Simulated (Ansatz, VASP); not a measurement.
LiH in VASP and in Ansatz

Contents of POSCAR:

```
LiH
1.0
    0.0000000000      2.0029948411      2.0562745039
    2.0029948411      0.0000000000      2.0562745039
    2.0029948411      2.0029948411      0.0000000000
Li H
1 1
Direct
    0.0000000000      0.0000000000      0.0000000000
    0.5000000000      0.5000000000      0.5000000000
```

The input INCAR.step1:

```
SYSTEM = LiH
ALGO = Normal
EDIFF = 1E-5
ENCUT = 520
GGA = PE
ISIF = 2
ISMEAR = 0
LASPH = .TRUE.
LCHARG = .FALSE.
LREAL = .FALSE.
LWAVE = .TRUE.
NBANDS = 9
NELM = 80
PREC = Accurate
SIGMA = 0.01
```

File INCAR.step2:

```
SYSTEM = LiH
ALGO = Normal
EDIFF = 1E-6
ENCUT = 520
GGA = PE
HFSCREEN = 0.2079
ISIF = 2
ISMEAR = 0
ISTART = 1
LASPH = .TRUE.
LCHARG = .FALSE.
LHFCALC = .TRUE.
LREAL = .FALSE.
LWAVE = .FALSE.
NBANDS = 9
NELM = 80
PREC = Accurate
PRECFOCK = Normal
SIGMA = 0.01
```

The input KPOINTS:

```
k-points
0
G
  8 8 8
  0 0 0
```

Input for Ansatz:

```yaml
crystal:
  lattice:
    - [0.0, 2.0029948411, 2.0562745039]
    - [2.0029948411, 0.0, 2.0562745039]
    - [2.0029948411, 2.0029948411, 0.0]
  atoms:
    - { symbol: Li, position: [0.0, 0.0, 0.0] }
    - { symbol: H, position: [0.5, 0.5, 0.5] }
kpoints:
  mp_grid: { grid: [8, 8, 8] }
  band_path:
    path:
      - [0.0, 0.0, 0.0]
      - [0.5, 0.0, 0.5]
      - [0.625, 0.25, 0.625]
      - [0.375, 0.375, 0.75]
      - [0.5, 0.5, 0.5]
      - [0.5, 0.25, 0.75]
    npoints: 1
hamiltonian:
  xc: hse06
scf:
  occupations: { method: fixed }
  n_extra_bands: 4
output:
  forces: true
  stress: true
  eigenvalues: true
```

Change from the starting cell: uniaxial_z strain +2.7%.

Alike in both runs: task single point; functional HSE06; k mesh 8 × 8 × 8; no spin polarisation.

|  | VASP | Ansatz |
| --- | --- | --- |
| version | VASP 6.6.1 | Ansatz 0.2.0 |
| potentials or method | VASP PAW PBE potentials, release 64 (Li_sv, H) | plane waves, PAW |
| plane-wave cutoff (eV) | 520 | 420 |
| occupations | gaussian, width 0.01 eV | fixed |
| valence electrons in the cell | 4 | 4 |

|  | VASP | Ansatz | Ansatz less VASP |
| --- | --- | --- | --- |
| gap on the k mesh at the Fermi level (eV) | 3.67 | 3.68 | +0.002 |

Ansatz's warnings: stress exchange threshold loose, stress scf threshold loose.

Noted on VASP's run: the cutoff is under 1.25 times that of the potentials, so the pressure is a little rough.
